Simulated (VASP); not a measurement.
# V3TeO2 (P6/mmm) in VASP: further runs

Runs on V3TeO2. Level: PBE. Tasks: single point, relaxation of cell and atoms.

All numbers are computed with VASP 6.6.1; they aren't measurements. Logs are shortened: lines on timing, memory, paths and dates and some standing lists are left out, and cuts for length are marked.

## Step 1: The cell of the first run

It takes space group P6/mmm (No. 191, hexagonal). The conventional cell has a = 4.354 Å, b = 4.354 Å, c = 6.772 Å, α = 90.00°, β = 90.00°, γ = 120.00°. Within 2.9 Å of V (site symmetry mmm) lie 4 V at 2.18 Å and 4 O at 2.45 Å. Te (site symmetry 6/mmm) has 2 O at 2.26 Å within 3.0 Å. O (site symmetry 6mm) has 1 O at 2.25 Å and 1 Te at 2.26 Å and 6 V at 2.45 Å within 3.0 Å.

The cell was generated, and may not be a known phase.

## Step 2: Single point, PBE, collinear spin, ferromagnetic start

INCAR

```
PREC     = Accurate       # precision mode
ENCUT    = 520            # plane-wave cutoff, eV
EDIFF    = 1E-6           # SCF threshold, eV
ISMEAR   = 0              # smearing method
SIGMA    = 0.15           # smearing width, eV
LREAL    = False          # projectors in reciprocal space
LASPH    = True           # aspherical terms in the spheres
NELM     = 150            # most SCF steps
ALGO     = Normal         # electronic algorithm
ISIF     = 2              # what is computed and relaxed
LWAVE    = False          # write WAVECAR
LCHARG   = True           # write CHGCAR
ISPIN    = 2              # spin polarisation
MAGMOM   = 2 2 2 0 0 0    # initial moments
LORBIT   = 11             # projections on sites
LMAXMIX  = 4              # l up to which the mixer works
GGA      = PE             # functional
LELF     = True           # ELF
LVHAR    = True         
NBANDS   = 42             # bands
```

KPOINTS

```
regular mesh
0
Gamma
  3 3 2
```

POSCAR

```
V3TeO2
1.0
    4.3542607673      0.0000000000      0.0000000000
   -2.1771303837      3.7709004392      0.0000000000
    0.0000000000      0.0000000000      6.7724646448
V Te O
3 1 2
Direct
    0.5000000000      0.0000000000      0.0000000000
    0.0000000000      0.5000000000      0.0000000000
    0.5000000000      0.5000000000      0.0000000000
    0.0000000000      0.0000000000      0.5000000000
    0.0000000000      0.0000000000      0.8342049642
    0.0000000000      0.0000000000      0.1657950358
```

Potentials or basis: VASP PAW PBE potentials, release 64 (V_sv, Te, O).

Started as:

```bash
cat potpaw_PBE.64/V_sv/POTCAR potpaw_PBE.64/Te/POTCAR potpaw_PBE.64/O/POTCAR > POTCAR
mpirun -np 1 vasp_std > vasp.out
```

OUTCAR:

```text
PREC = Accurate
   ENCUT = 520
   EDIFF = 1E-6
   ISMEAR = 0
   LREAL = False
   LASPH = True
   NELM = 150
   ISIF = 2
   ISPIN = 2
   LORBIT = 11
   GGA = PE

 ion  position               nearest neighbor table
   1  0.500  0.000  0.000-   2 2.18   2 2.18   3 2.18   3 2.18
   2  0.000  0.500  0.000-   1 2.18   1 2.18   3 2.18   3 2.18
   3  0.500  0.500  0.000-   2 2.18   2 2.18   1 2.18   1 2.18
   4  0.000  0.000  0.500-   5 2.26   6 2.26
   5  0.000  0.000  0.834-   4 2.26
   6  0.000  0.000  0.166-   4 2.26

  LATTYP: Found a hexagonal cell.
 ALAT       =     4.3542607673
 C/A-ratio  =     1.5553649647

  Lattice vectors:

 A1 = (   4.3542607673,   0.0000000000,   0.0000000000)
 A2 = (  -2.1771303837,   3.7709004392,   0.0000000000)
 A3 = (   0.0000000000,   0.0000000000,   6.7724646448)

Analysis of symmetry for initial positions (statically):
=====================================================================
 Subroutine PRICEL returns:
 Original cell was already a primitive cell.

 Routine SETGRP: Setting up the symmetry group for a
 hexagonal supercell.

 Subroutine GETGRP returns: Found 24 space group operations
 (whereof 24 operations were pure point group operations)
 out of a pool of 24 trial point group operations.

The static configuration has the point symmetry D_6h.

Analysis of symmetry for dynamics (positions and initial velocities):
=====================================================================
 Subroutine PRICEL returns:
 Original cell was already a primitive cell.

 Routine SETGRP: Setting up the symmetry group for a
 hexagonal supercell.

 Subroutine GETGRP returns: Found 24 space group operations
 (whereof 24 operations were pure point group operations)
 out of a pool of 24 trial point group operations.

The dynamic configuration has the point symmetry D_6h.

Analysis of structural, dynamic, and magnetic symmetry:
=====================================================================
 Subroutine PRICEL returns:
 Original cell was already a primitive cell.

 Routine SETGRP: Setting up the symmetry group for a
 hexagonal supercell.

 Subroutine GETGRP returns: Found 24 space group operations
 (whereof 24 operations were pure point group operations)
 out of a pool of 24 trial point group operations.

The overall configuration has the point symmetry D_6h.

 Subroutine INISYM returns: Found 24 space group operations
 (whereof 24 operations are pure point group operations),
 and found     1 'primitive' translations

----------------------------------------------------------------------------------------

                                     Primitive cell

  volume of cell :     111.2004

  direct lattice vectors                    reciprocal lattice vectors
     4.354260767  0.000000000  0.000000000     0.229660108  0.132594325  0.000000000
    -2.177130384  3.770900439  0.000000000     0.000000000  0.265188651  0.000000000
     0.000000000  0.000000000  6.772464645     0.000000000  0.000000000  0.147656732

  length of vectors
     4.354260767  4.354260767  6.772464645     0.265188651  0.265188651  0.147656732

  position of ions in fractional coordinates (direct lattice)
     0.500000000  0.000000000  0.000000000
     0.000000000  0.500000000  0.000000000
     0.500000000  0.500000000  0.000000000
     0.000000000  0.000000000  0.500000000
     0.000000000  0.000000000  0.834204964
     0.000000000  0.000000000  0.165795036

  ion indices of the primitive-cell ions
   primitive index   ion index
                 1           1
                 2           2
                 3           3
                 4           4
                 5           5
                 6           6

----------------------------------------------------------------------------------------

 KPOINTS: regular mesh

Automatic generation of k-mesh.
 Grid dimensions read from file:
 generate k-points for:    3    3    2

 Generating k-lattice:

  Cartesian coordinates                     Fractional coordinates (reciprocal lattice)
     0.076553369  0.044198108  0.000000000     0.333333333  0.000000000  0.000000000
     0.000000000  0.088396217  0.000000000     0.000000000  0.333333333  0.000000000
     0.000000000  0.000000000  0.073828366     0.000000000  0.000000000  0.500000000

  Length of vectors
     0.088396217  0.088396217  0.073828366

  Shift w.r.t. Gamma in fractional coordinates (k-lattice)
     0.000000000  0.000000000  0.000000000

 Subroutine IBZKPT returns following result:
 ===========================================

 Found      6 irreducible k-points:

 Following reciprocal coordinates:
            Coordinates               Weight
  0.000000  0.000000  0.000000      1.000000
  0.333333  0.000000  0.000000      6.000000
  0.333333  0.333333  0.000000      2.000000
  0.000000  0.000000  0.500000      1.000000
  0.333333  0.000000  0.500000      6.000000
  0.333333  0.333333  0.500000      2.000000
   k-points           NKPTS =      6   k-points in BZ     NKDIM =      6   number of bands    NBANDS=     42
   number of dos      NEDOS =    301   number of ions     NIONS =      6
   total plane-waves  NPLWV =  51200
   dimension x,y,z NGX =    32 NGY =   32 NGZ =   50
   dimension x,y,z NGXF=    64 NGYF=   64 NGZF=  100
   ions per type =               3   1   2
   NGX,Y,Z   is equivalent  to a cutoff of  12.22, 12.22, 12.27 a.u.
   NGXF,Y,Z  is equivalent  to a cutoff of  24.44, 24.44, 24.55 a.u.
 SYSTEM =  unknown system
   PREC   = accura    normal or accurate (medium, high low for compatibility)
   ISTART =      0    job   : 0-new  1-cont  2-samecut
   ICHARG =      2    charge: 1-file 2-atom 10-const
   ISPIN  =      2    spin polarized calculation?
   LNONCOLLINEAR =      F non collinear calculations
   LSORBIT =      F    spin-orbit coupling
   LASPH  =      T    aspherical Exc in radial PAW
   ENCUT  =  520.0 eV  38.22 Ry    6.18 a.u.   8.10  8.10 12.59*2*pi/ulx,y,z
   NELM   =    150;   NELMIN=  2; NELMDL= -5     # of ELM steps
   EDIFF  = 0.1E-05   stopping-criterion for ELM
   LREAL  =      F    real-space projection
[... 7 lines left out ...]
   TEBEG  =    0.0;   TEEND  =   0.0 temperature during run
   PSTRESS=    0.0 pullay stress
   NELECT =      57.0000    total number of electrons
   NUPDOWN=      -1.0000    fix difference up-down
   EMIN   =  10.00;   EMAX   =-10.00  energy-range for DOS
   EFERMI =   0.00;   METHOD = LEGACY
   ISMEAR =     0;   SIGMA  =   0.15  broadening in eV -4-tet -1-fermi 0-gaus
   EFERMI_NEDOS =   21; number of points for ismear=-14 and -15
   IALGO  =     38    algorithm
   IMIX   =      4    mixing-type and parameters
     AMIX     =   0.40;   BMIX     =  1.00
     AMIX_MAG =   1.60;   BMIX_MAG =  1.00
  volume/ion in A,a.u.               =      18.53       125.07
  Fermi-wavevector in a.u.,A,eV,Ry     =   1.310180  2.475882 23.355382  1.716572
  Thomas-Fermi vector in A             =   2.440728
   LORBIT       =     11    0 simple, 1 ext, 2 COOP (PROOUT), +10 PAW based schemes
   GGA     = PE    functional components
   LHFCALC =     F    Hartree Fock is set to
   AEXX    =    0.0000 exact exchange contribution
   IVDW    =     0    specifies the selected vdW correction
   LEPSILON=     F    determine dielectric tensor
   LRPA    =     F    only Hartree local field effects (RPA)
 spin polarized calculation
 Gauss-broadening in eV      SIGMA  =   0.15
  energy-cutoff  :      520.00
  volume of cell :      111.20
 maximum number of plane-waves:      3000
   NGX = 17   NGY = 17   NGZ = 25

 number of electron      56.9999982 magnetization       1.0226161

 Free energy of the ion-electron system (eV)
  ---------------------------------------------------
  ext. energy  EPLUGINS =         0.00000000
  ---------------------------------------------------
  free energy    TOTEN  =       -37.30357852 eV

  energy without entropy =      -37.21482896  energy(sigma->0) =      -37.25920374

 E-fermi :   5.4144     XC(G=0):  -9.8127

 val. band max:        5.3827510740   @ k =   0.3333   0.0000   0.0000
 cond. band min:       5.4147492590   @ k =   0.3333   0.3333   0.5000
 fundamental gap:      0.0319981850
 Fermi energy:         5.4143648588

 spin component 1

 k-point     1 :       0.0000    0.0000    0.0000
  band No.  band energies     occupation
      1     -59.2609      1.00000
      2     -58.4904      1.00000
      3     -58.4904      1.00000
      4     -34.6477      1.00000
      5     -33.5241      1.00000
      6     -33.5241      1.00000
[... 32 lines left out ...]
     39       8.7047      0.00000
     40       9.9563      0.00000

 k-point     2 :       0.3333    0.0000    0.0000
  band No.  band energies     occupation
      1     -59.1061      1.00000
      2     -58.6630      1.00000
      3     -58.4924      1.00000
      4     -34.1398      1.00000
      5     -33.3493      1.00000
      6     -33.1039      1.00000
[... 161 lines left out ...]
     39       9.0716      0.00000
     40       9.0880      0.00000

 k-point     6 :       0.3333    0.3333    0.5000
  band No.  band energies     occupation
      1     -58.8884      1.00000
      2     -58.8884      1.00000
      3     -58.4945      1.00000
      4     -33.4230      1.00000
      5     -33.4230      1.00000
      6     -33.1856      1.00000
[... 32 lines left out ...]
     39       8.8459      0.00000
     40       8.8459      0.00000
 Fermi energy:         5.4143648588

 spin component 2

 k-point     1 :       0.0000    0.0000    0.0000
  band No.  band energies     occupation
      1     -59.1440      1.00000
      2     -58.3705      1.00000
      3     -58.3705      1.00000
      4     -34.5919      1.00000
      5     -33.3998      1.00000
      6     -33.3998      1.00000
[... 32 lines left out ...]
     39       8.8400      0.00000
     40      10.1347      0.00000

 k-point     2 :       0.3333    0.0000    0.0000
  band No.  band energies     occupation
      1     -58.9886      1.00000
      2     -58.5437      1.00000
      3     -58.3725      1.00000
      4     -34.0769      1.00000
      5     -33.2341      1.00000
      6     -32.9761      1.00000
[... 161 lines left out ...]
     39       9.1549      0.00000
     40       9.2448      0.00000

 k-point     6 :       0.3333    0.3333    0.5000
  band No.  band energies     occupation
      1     -58.7701      1.00000
      2     -58.7701      1.00000
      3     -58.3746      1.00000
      4     -33.3523      1.00000
      5     -33.3523      1.00000
      6     -33.0467      1.00000
[... 32 lines left out ...]
     39       8.9135      0.00000
     40       8.9135      0.00000
 [bands above 40 left out]

------------------------ aborting loop because EDIFF is reached ----------------------------------------

  FORCE on cell =-STRESS in cart. coord.  units (eV):
  Direction    XX          YY          ZZ          XY          YZ          ZX
  --------------------------------------------------------------------------------------
  -------------------------------------------------------------------------------------
  Total        0.4556327      0.4556327      0.2008760     -0.0000000     -0.0000000      0.0000000
  in kB        6.5647653      6.5647653      2.8942256     -0.0000000     -0.0000000      0.0000000
  external PRESSURE =       5.3412521 kB  Pullay stress =       0.0000000 kB

 VOLUME and BASIS-vectors are now :
 -----------------------------------------------------------------------------
  energy-cutoff  :      520.00
  volume of cell :      111.20
      direct lattice vectors                 reciprocal lattice vectors
     4.354260767  0.000000000  0.000000000     0.229660108  0.132594325  0.000000000
    -2.177130384  3.770900439  0.000000000     0.000000000  0.265188651  0.000000000
     0.000000000  0.000000000  6.772464645     0.000000000  0.000000000  0.147656732

 POSITION                                       TOTAL-FORCE (eV/Angst)
 -----------------------------------------------------------------------------------
      2.17713      0.00000      0.00000        -0.000000      0.000000     -0.000000
     -1.08857      1.88545      0.00000        -0.000000      0.000000     -0.000000
      1.08857      1.88545      0.00000        -0.000000      0.000000     -0.000000
      0.00000      0.00000      3.38623        -0.000000      0.000000     -0.000000
      0.00000      0.00000      5.64962        -0.000000      0.000000     -0.083733
      0.00000      0.00000      1.12284         0.000000     -0.000000      0.083733
 -----------------------------------------------------------------------------------
    total drift:                               -0.000000      0.000000     -0.000000

  FREE ENERGIE OF THE ION-ELECTRON SYSTEM (eV)
  ---------------------------------------------------
  free  energy   TOTEN  =       -37.3035785204 eV

  energy  without entropy=      -37.2148289632  energy(sigma->0) =      -37.25920374

 total charge

# of ion       s       p       d       tot
------------------------------------------
    1        2.276   6.141   3.579  11.996
    2        2.276   6.141   3.579  11.996
    3        2.276   6.141   3.579  11.996
    4        1.445   1.680   0.055   3.180
    5        1.585   3.291   0.000   4.877
    6        1.585   3.291   0.000   4.877
--------------------------------------------------
tot         11.445  26.685  10.793  48.922

 magnetization (x)

# of ion       s       p       d       tot
------------------------------------------
    1        0.001   0.002   0.120   0.123
    2        0.001   0.002   0.120   0.123
    3        0.001   0.002   0.120   0.123
    4        0.006   0.324   0.001   0.331
    5        0.003   0.013   0.000   0.016
    6        0.003   0.013   0.000   0.016
--------------------------------------------------
tot          0.014   0.356   0.362   0.732
```

Run time: 2.5 min. Hardware: 1 thread of Intel Xeon Platinum 8259CL at 2.50GHz (Skylake/Cascade Lake), shared host; peak memory 0.27 GiB.

What came out:

* Free energy: -37.3036 eV
* Pressure: 0.5 GPa
* Largest force: 0.084 eV/Å
* Band gap on the k mesh: zero (filled and empty bands overlap)
* Net moment: 1.02 μB per cell
* Site moments: V +0.12; Te +0.33; O +0.02 μB
* Valence electrons inside the program's atomic spheres: V 12.00; Te 3.18; O 4.88

Forces in eV/Å, atoms in the order of the input:
```
V    0.000  0.000  0.000
V    0.000  0.000  0.000
V    0.000  0.000  0.000
Te   0.000  0.000  0.000
O    0.000  0.000 -0.084
O    0.000  0.000  0.084
```

Caveat: the k points lie up to 0.56 Å⁻¹ apart, too coarse for converged energies and pressures of a metal; a moment this small can come from the mesh or the smearing; spin-orbit coupling is left out, which moves the levels of the heavy elements; semilocal functionals often make such compounds metallic where correlation or magnetic order opens a gap, which also shifts bond lengths.

[end of part 1 of 2]

The gap in the log of VASP goes by the Fermi energy; the results here count the filled bands.